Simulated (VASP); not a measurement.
Set up this calculation in VASP 6.6.1, as the native input.

* Task: single point
* Functional: r2SCAN
* Potentials or basis: VASP PAW PBE potentials, release 64 (Al, Cu)
* Cutoff: 520 eV
* k mesh: 1 × 1 × 1
* Occupations: gaussian, width 0.1 eV
* Spin: no spin polarisation
* Dipole correction: no
* Further INCAR settings: ALGO = Normal; EDIFF = 1e-06; NBANDS = 18

Crystal: Al3Cu.

```
CELL_PARAMETERS angstrom
3.92415 0.00000 0.00000
0.00000 3.92415 0.00000
0.00000 0.00000 3.92415
ATOMIC_POSITIONS crystal
Al 0.00000 0.50000 0.50000
Al 0.50000 0.00000 0.50000
Al 0.50000 0.50000 0.00000
Cu 0.00000 0.00000 0.00000
```

One way to write it, as run:

POSCAR

```
Al3Cu
1.0
    3.9241510000      0.0000000000      0.0000000000
    0.0000000000      3.9241510000      0.0000000000
    0.0000000000      0.0000000000      3.9241510000
Al Cu
3 1
Direct
    0.0000000000      0.5000000000      0.5000000000
    0.5000000000      0.0000000000      0.5000000000
    0.5000000000      0.5000000000      0.0000000000
    0.0000000000      0.0000000000      0.0000000000
```

INCAR.step1

```
SYSTEM = Al3Cu
PREC = Accurate ; ENCUT = 520
ISMEAR = 0 ; SIGMA = 0.1
LREAL = .FALSE. ; LASPH = .TRUE.
NELM = 80 ; NBANDS = 18
GGA = PE ; ALGO = Normal
EDIFF = 1E-4 ; LWAVE = .TRUE.
LCHARG = .FALSE.
```

INCAR.step2

```
SYSTEM = Al3Cu
PREC = Accurate ; ENCUT = 520
EDIFF = 1E-6 ; ISMEAR = 0
SIGMA = 0.1 ; LREAL = .FALSE.
LASPH = .TRUE. ; NELM = 80
ALGO = Normal ; ISIF = 2
LWAVE = .FALSE. ; LCHARG = .FALSE.
METAGGA = R2SCAN ; LMIXTAU = .TRUE.
NBANDS = 18 ; ISTART = 1
```

KPOINTS

```
regular mesh
0
G
  1 1 1
  0 0 0
```

Potentials or basis: VASP PAW PBE potentials, release 64 (Al, Cu).

The run is started by

```console
$ cat potpaw_PBE.64/Al/POTCAR potpaw_PBE.64/Cu/POTCAR > POTCAR
$ cp INCAR.step1 INCAR
$ mpirun -np 1 vasp_gam > vasp.out
$ cp INCAR.step2 INCAR
$ mpirun -np 1 vasp_gam > vasp.out
```

It gave:

```
Pressure               : -8.3 GPa
Band gap on the k mesh : 0.52 eV
```

Caveat: the k points lie up to 1.60 Å⁻¹ apart; the PAW data sets were made with another functional, which shifts forces and pressure a little.

Run time: 16 s on 1 thread of Intel Xeon 6975P-C, on a shared host, peak memory 0.16 GiB.
